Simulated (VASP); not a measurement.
# Li2SnHgTe4 (I-4) in VASP: further runs

Li2SnHgTe4 is run at these levels: PBE; tasks: single point.

Everything below comes from runs of VASP 6.6.1. Logs are shortened: lines on timing, memory, paths and dates and some standing lists are left out, and cuts for length are marked.

## (1) The cell of the first run

Symmetry: I-4, No. 82, tetragonal system. The conventional cell has a = 6.384 Å, b = 6.384 Å, c = 12.576 Å, α = 90.00°, β = 90.00°, γ = 90.00°. Li (site symmetry -4) has 4 Te at 2.75 Å within 3.6 Å. Within 3.6 Å of Li (site symmetry -4) lie 4 Te at 2.70 Å. Within 3.7 Å of Hg (site symmetry -4) lie 4 Te at 2.81 Å. Sn (site symmetry -4) has 4 Te at 2.75 Å within 3.6 Å. Within 3.6 Å of Te (site symmetry 1) lie 2 Li at 2.70 to 2.75 Å and 1 Sn at 2.75 Å and 1 Hg at 2.81 Å.

## (2) Single point, PBE (32.03 Å³/atom)

INCAR

```
  PREC = Accurate
  ENCUT = 520
  EDIFF = 1E-6
  ISMEAR = 0
  SIGMA = 0.01
  LREAL = False
  LASPH = True
  NELM = 60
  ALGO = Normal
  ISIF = 2
  LWAVE = False
  LCHARG = False
  GGA = PE
  NBANDS = 38
```

KPOINTS

```
Automatic mesh
0
Gamma
  4 4 4
```

POSCAR

```
Li2SnHgTe4
1.0
   -3.1919500184      3.1919500184      6.2880363156
    3.1919500184     -3.1919500184      6.2880363156
    3.1919500184      3.1919500184     -6.2880363156
Li Hg Sn Te
2 1 1 4
Direct
    0.0000000000      0.0000000000      0.0000000000
    0.7500000000      0.2500000000      0.5000000000
    0.2500000000      0.7500000000      0.5000000000
    0.5000000000      0.5000000000      0.0000000000
    0.1179659189      0.6171972841      0.9845146434
    0.3828027159      0.3673173594      0.5007686348
    0.6326826406      0.1334512754      0.0154853566
    0.8665487246      0.8820340811      0.4992313652
```

Potentials or basis: VASP PAW PBE potentials, release 64 (Li_sv, Hg, Sn_d, Te).

Command:

```sh
> cat potpaw_PBE.64/Li_sv/POTCAR potpaw_PBE.64/Hg/POTCAR potpaw_PBE.64/Sn_d/POTCAR potpaw_PBE.64/Te/POTCAR > POTCAR
> mpirun -np 1 vasp_std > vasp.out
```

OUTCAR:

```text
PREC = Accurate
   ENCUT = 520
   EDIFF = 1E-6
   ISMEAR = 0
   LREAL = False
   LASPH = True
   NELM = 60
   ISIF = 2
   GGA = PE

 ion  position               nearest neighbor table
   1  0.000  0.000  0.000-   5 2.75   8 2.75   6 2.75   7 2.75
   2  0.750  0.250  0.500-   7 2.70   8 2.70   6 2.70   5 2.70
   3  0.250  0.750  0.500-   8 2.81   6 2.81   7 2.81   5 2.81
   4  0.500  0.500  0.000-   5 2.75   6 2.75   8 2.75   7 2.75
   5  0.118  0.617  0.985-   2 2.70   4 2.75   1 2.75   3 2.81
   6  0.383  0.367  0.501-   2 2.70   4 2.75   1 2.75   3 2.81
   7  0.633  0.133  0.015-   2 2.70   4 2.75   1 2.75   3 2.81
   8  0.867  0.882  0.499-   2 2.70   4 2.75   1 2.75   3 2.81

  LATTYP: Found a body centered tetragonal cell.
 ALAT       =     6.3839000368
 C/A-ratio  =     1.9699670356

  Lattice vectors:

 A1 = (  -3.1919500184,   3.1919500184,   6.2880363156)
 A2 = (   3.1919500184,  -3.1919500184,   6.2880363156)
 A3 = (   3.1919500184,   3.1919500184,  -6.2880363156)

Analysis of symmetry for initial positions (statically):
=====================================================================
 Subroutine PRICEL returns:
 Original cell was already a primitive cell.

 Routine SETGRP: Setting up the symmetry group for a
 body centered tetragonal supercell.

 Subroutine GETGRP returns: Found  4 space group operations
 (whereof  4 operations were pure point group operations)
 out of a pool of 16 trial point group operations.

The static configuration has the point symmetry S_4 .

Analysis of symmetry for dynamics (positions and initial velocities):
=====================================================================
 Subroutine PRICEL returns:
 Original cell was already a primitive cell.

 Routine SETGRP: Setting up the symmetry group for a
 body centered tetragonal supercell.

 Subroutine GETGRP returns: Found  4 space group operations
 (whereof  4 operations were pure point group operations)
 out of a pool of 16 trial point group operations.

The dynamic configuration has the point symmetry S_4 .

 Subroutine INISYM returns: Found  4 space group operations
 (whereof  4 operations are pure point group operations),
 and found     1 'primitive' translations

----------------------------------------------------------------------------------------

                                     Primitive cell

  volume of cell :     256.2638

  direct lattice vectors                    reciprocal lattice vectors
    -3.191950018  3.191950018  6.288036316     0.000000000  0.156644057  0.079516080
     3.191950018 -3.191950018  6.288036316     0.156644057  0.000000000  0.079516080
     3.191950018  3.191950018 -6.288036316     0.156644057  0.156644057  0.000000000

  length of vectors
     7.740574303  7.740574303  7.740574303     0.175670622  0.175670622  0.221528150

  position of ions in fractional coordinates (direct lattice)
     0.000000000  0.000000000  0.000000000
     0.750000000  0.250000000  0.500000000
     0.250000000  0.750000000  0.500000000
     0.500000000  0.500000000  0.000000000
     0.117965919  0.617197284  0.984514643
     0.382802716  0.367317359  0.500768635
     0.632682641  0.133451275  0.015485357
     0.866548725  0.882034081  0.499231365

  ion indices of the primitive-cell ions
   primitive index   ion index
                 1           1
                 2           2
                 3           3
                 4           4
                 5           5
                 6           6
                 7           7
                 8           8

----------------------------------------------------------------------------------------

 KPOINTS: Automatic mesh

Automatic generation of k-mesh.
 Grid dimensions read from file:
 generate k-points for:    4    4    4

 Generating k-lattice:

  Cartesian coordinates                     Fractional coordinates (reciprocal lattice)
     0.000000000  0.039161014  0.019879020     0.250000000 -0.000000000  0.000000000
     0.039161014  0.000000000  0.019879020    -0.000000000  0.250000000  0.000000000
     0.039161014  0.039161014  0.000000000     0.000000000  0.000000000  0.250000000

  Length of vectors
     0.043917656  0.043917656  0.055382037

  Shift w.r.t. Gamma in fractional coordinates (k-lattice)
     0.000000000  0.000000000  0.000000000

 Subroutine IBZKPT returns following result:
 ===========================================

 Found     14 irreducible k-points:

 Following reciprocal coordinates:
            Coordinates               Weight
  0.000000  0.000000  0.000000      1.000000
  0.250000  0.000000  0.000000      8.000000
  0.500000  0.000000  0.000000      4.000000
  0.250000  0.250000  0.000000      8.000000
  0.500000  0.250000  0.000000      8.000000
  0.500000 -0.250000 -0.250000      8.000000
 -0.250000  0.250000  0.000000      4.000000
  0.500000  0.500000  0.000000      2.000000
  0.250000  0.250000  0.250000      2.000000
 -0.250000  0.250000  0.250000      4.000000
  0.500000  0.500000  0.250000      4.000000
 -0.250000  0.500000  0.250000      8.000000
 -0.250000 -0.250000  0.250000      2.000000
  0.500000  0.500000  0.500000      1.000000
   k-points           NKPTS =     14   k-points in BZ     NKDIM =     14   number of bands    NBANDS=     38
   number of dos      NEDOS =    301   number of ions     NIONS =      8
   total plane-waves  NPLWV = 216000
   dimension x,y,z NGX =    60 NGY =   60 NGZ =   60
   dimension x,y,z NGXF=   120 NGYF=  120 NGZF=  120
   ions per type =               2   1   1   4
   NGX,Y,Z   is equivalent  to a cutoff of  12.89, 12.89, 12.89 a.u.
   NGXF,Y,Z  is equivalent  to a cutoff of  25.77, 25.77, 25.77 a.u.
 SYSTEM =  unknown system
   PREC   = accura    normal or accurate (medium, high low for compatibility)
   ISTART =      0    job   : 0-new  1-cont  2-samecut
   ICHARG =      2    charge: 1-file 2-atom 10-const
   ISPIN  =      1    spin polarized calculation?
   LNONCOLLINEAR =      F non collinear calculations
   LSORBIT =      F    spin-orbit coupling
   LASPH  =      T    aspherical Exc in radial PAW
   ENCUT  =  520.0 eV  38.22 Ry    6.18 a.u.  14.39 14.39 14.39*2*pi/ulx,y,z
   NELM   =     60;   NELMIN=  2; NELMDL= -5     # of ELM steps
   EDIFF  = 0.1E-05   stopping-criterion for ELM
   LREAL  =      F    real-space projection
   EDIFFG = 0.1E-04   stopping-criterion for IOM
   NSW    =      0    number of steps for IOM
   IBRION =     -1    ionic relax: 0-MD 1-quasi-New 2-CG
   NFREE  =      0    steps in history (QN), initial steepest desc. (CG)
   ISIF   =      2    stress and relaxation
   ISYM   =      2    0-nonsym 1-usesym 2-fastsym
   POTIM  = 0.5000    time-step for ionic-motion
   TEBEG  =    0.0;   TEEND  =   0.0 temperature during run
   PSTRESS=    0.0 pullay stress
   NELECT =      56.0000    total number of electrons
   NUPDOWN=      -1.0000    fix difference up-down
   EMIN   =  10.00;   EMAX   =-10.00  energy-range for DOS
   EFERMI =   0.00;   METHOD = LEGACY
   ISMEAR =     0;   SIGMA  =   0.01  broadening in eV -4-tet -1-fermi 0-gaus
   EFERMI_NEDOS =   21; number of points for ismear=-14 and -15
   IALGO  =     38    algorithm
   IMIX   =      4    mixing-type and parameters
     AMIX     =   0.40;   BMIX     =  1.00
     AMIX_MAG =   1.60;   BMIX_MAG =  1.00
  volume/ion in A,a.u.               =      32.03       216.17
  Fermi-wavevector in a.u.,A,eV,Ry     =   0.986072  1.863405 13.229450  0.972337
  Thomas-Fermi vector in A             =   2.117425
   LORBIT       =      0    0 simple, 1 ext, 2 COOP (PROOUT), +10 PAW based schemes
   GGA     = PE    functional components
   LHFCALC =     F    Hartree Fock is set to
   AEXX    =    0.0000 exact exchange contribution
   IVDW    =     0    specifies the selected vdW correction
   LEPSILON=     F    determine dielectric tensor
   LRPA    =     F    only Hartree local field effects (RPA)
 non-spin polarized calculation
 Gauss-broadening in eV      SIGMA  =   0.01
  energy-cutoff  :      520.00
  volume of cell :      256.26
 maximum number of plane-waves:      6923
 NGX is ok and might be reduce to    60
   NGX = 29   NGY = 29   NGZ = 29

 number of electron      55.9999993 magnetization

 Free energy of the ion-electron system (eV)
  ---------------------------------------------------
  ext. energy  EPLUGINS =         0.00000000
  ---------------------------------------------------
  free energy    TOTEN  =       -24.21378169 eV

  energy without entropy =      -24.21378169  energy(sigma->0) =      -24.21378169

 E-fermi :   3.0999     XC(G=0):  -8.2398

 val. band max:        2.9603119313   @ k =   0.0000   0.0000   0.0000
 cond. band min:       4.0568322807   @ k =   0.5000   0.5000   0.0000
 fundamental gap:      1.0965203494
 Fermi energy:         3.0998770526

 k-point     1 :       0.0000    0.0000    0.0000
  band No.  band energies     occupation
      1     -42.4518      2.00000
      2     -42.2661      2.00000
      3     -18.6067      2.00000
      4     -18.6064      2.00000
      5     -18.6064      2.00000
      6     -18.5601      2.00000
[... 30 lines left out ...]
     37       8.2000      0.00000
     38       9.1795      0.00000

 k-point     2 :       0.2500    0.0000    0.0000
  band No.  band energies     occupation
      1     -42.4517      2.00000
      2     -42.2661      2.00000
      3     -18.6067      2.00000
      4     -18.6064      2.00000
      5     -18.6064      2.00000
      6     -18.5600      2.00000
[... 30 lines left out ...]
     37       8.7511      0.00000
     38       8.8917      0.00000
[... 449 lines left out ...]
     37       8.1603      0.00000
     38       8.3599      0.00000

 k-point    14 :       0.5000    0.5000    0.5000
  band No.  band energies     occupation
      1     -42.4517      2.00000
      2     -42.2661      2.00000
      3     -18.6067      2.00000
      4     -18.6064      2.00000
      5     -18.6064      2.00000
      6     -18.5601      2.00000
[... 30 lines left out ...]
     37       8.8774      0.00000
     38       8.8774      0.00000

------------------------ aborting loop because EDIFF is reached ----------------------------------------

  FORCE on cell =-STRESS in cart. coord.  units (eV):
  Direction    XX          YY          ZZ          XY          YZ          ZX
  --------------------------------------------------------------------------------------
  -------------------------------------------------------------------------------------
  Total        3.6564287      3.6564287      3.4771837     -0.0000008      0.0000000      0.0000000
  in kB       22.8602248     22.8602248     21.7395735     -0.0000051      0.0000000      0.0000000
  external PRESSURE =      22.4866744 kB  Pullay stress =       0.0000000 kB

 VOLUME and BASIS-vectors are now :
 -----------------------------------------------------------------------------
  energy-cutoff  :      520.00
  volume of cell :      256.26
      direct lattice vectors                 reciprocal lattice vectors
    -3.191950018  3.191950018  6.288036316     0.000000000  0.156644057  0.079516080
     3.191950018 -3.191950018  6.288036316     0.156644057  0.000000000  0.079516080
     3.191950018  3.191950018 -6.288036316     0.156644057  0.156644057  0.000000000

 POSITION                                       TOTAL-FORCE (eV/Angst)
 -----------------------------------------------------------------------------------
      0.00000      0.00000      0.00000         0.000000      0.000000      0.000000
      0.00000      3.19195      3.14402         0.000000     -0.000000      0.000000
      3.19195      0.00000      3.14402         0.000000     -0.000000      0.000000
      0.00000      0.00000      6.28804         0.000000      0.000000      0.000000
      4.73604      1.54900     -1.56793         0.066317     -0.293311     -0.061866
      1.54900      1.64786      1.56793        -0.293311     -0.066317      0.061866
     -1.54409      1.64295      4.72011        -0.066317      0.293311     -0.061866
      1.64295      1.54409      7.85597         0.293311      0.066317      0.061866
 -----------------------------------------------------------------------------------
    total drift:                               -0.000001     -0.000001     -0.000000

  FREE ENERGIE OF THE ION-ELECTRON SYSTEM (eV)
  ---------------------------------------------------
  free  energy   TOTEN  =       -24.2137816885 eV

  energy  without entropy=      -24.2137816885  energy(sigma->0) =      -24.21378169
```

Wall time 3.8 min (1 thread of Intel Xeon Platinum 8488C (Sapphire Rapids), shared host); peak memory 0.58 GiB.

Results:

| Property | Result |
| --- | --- |
| Free energy | -24.2138 eV |
| Largest force | 0.307 eV/Å |
| Band gap on the k mesh | 1.10 eV (least direct gap 1.11 eV) |

Forces in eV/Å, atoms in the order of the input:
```
Li   0.000  0.000  0.000
Li   0.000  0.000  0.000
Hg   0.000  0.000  0.000
Sn   0.000  0.000  0.000
Te   0.066 -0.293 -0.062
Te  -0.293 -0.066  0.062
Te  -0.066  0.293 -0.062
Te   0.293  0.066  0.062
```

Levels at points of the mesh, in eV from the valence-band top:
```csv
k point,band 26,band 27,band 28,band 29,band 30,band 31
"(0.00, 0.00, 0.00)",-0.03,-0.03,0.00,1.11,2.22,2.30
"(0.50, 0.00, 0.00)",-0.99,-0.80,-0.57,1.91,2.68,3.23
"(0.50, 0.50, 0.00)",-0.54,-0.43,-0.36,1.10,1.80,3.32
"(0.50, 0.50, 0.50)",-1.07,-0.82,-0.82,1.30,1.93,2.48
```

Caveat: the cutoff is under 1.25 times the usual one of these potentials, so pressure, stress and relaxed cells hold a basis-set (Pulay) error; spin-orbit coupling is left out, which moves the levels of the heavy elements. A k mesh can miss the band edges.

(Part 1 of 2 ends here.)
